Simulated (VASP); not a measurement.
A run of VASP 6.6.1:

Contents of INCAR:

```
SYSTEM = Mg12Zn5
PREC = Accurate
ENCUT = 520
EDIFF = 1E-7
ISMEAR = -1
SIGMA = 0.15
LREAL = .FALSE.
LASPH = .TRUE.
NELM = 120
ALGO = Normal
ISIF = 2
LWAVE = .FALSE.
LCHARG = .FALSE.
GGA = CA
IBRION = 2
NSW = 45
EDIFFG = -0.03
GGA_COMPAT = .FALSE.
NELMIN = 4
```

Contents of KPOINTS:

```
Automatic mesh
0
G
  2 2 3
  0 0 0
```

Contents of POSCAR:

```
Mg12Zn5
1.0
    8.5510400000      0.0000000000      0.0000000000
    0.0000000000      8.5510400000      0.0000000000
    0.0000000000      0.0000000000      4.2755200000
Mg Zn
12 5
Direct
    0.2500000000      0.2500000000      0.0000000000
    0.2500000000      0.0000000000      0.5000000000
    0.0000000000      0.2500000000      0.5000000000
    0.2500000000      0.7500000000      0.0000000000
    0.2500000000      0.5000000000      0.5000000000
    0.0000000000      0.7500000000      0.5000000000
    0.7500000000      0.2500000000      0.0000000000
    0.7500000000      0.0000000000      0.5000000000
    0.5000000000      0.2500000000      0.5000000000
    0.7500000000      0.7500000000      0.0000000000
    0.7500000000      0.5000000000      0.5000000000
    0.5000000000      0.7500000000      0.5000000000
    0.0000000000      0.0000000000      0.0000000000
    0.0000000000      0.5000000000      0.0000000000
    0.5000000000      0.0000000000      0.0000000000
    0.5000000000      0.5000000000      0.0000000000
    0.0000000000      0.0000000000      0.5000000000
```

Potentials or basis: VASP PAW LDA potentials, release 64 (Mg, Zn).

Command:

```bash
$ cat potpaw_LDA.64/Mg/POTCAR potpaw_LDA.64/Zn/POTCAR > POTCAR
$ mpirun -np 1 vasp_std > vasp.out
```

Hardware: 1 thread of Intel(R) Xeon(R) Platinum 8488C (Sapphire Rapids) (shared host).

Q: Estimate the wall time of this run.

A: It took 9 min on 1 thread of Intel(R) Xeon(R) Platinum 8488C (Sapphire Rapids) (shared host), peak memory 0.32 GiB. Counts: scf iterations 89, k points 6, ion steps 12.
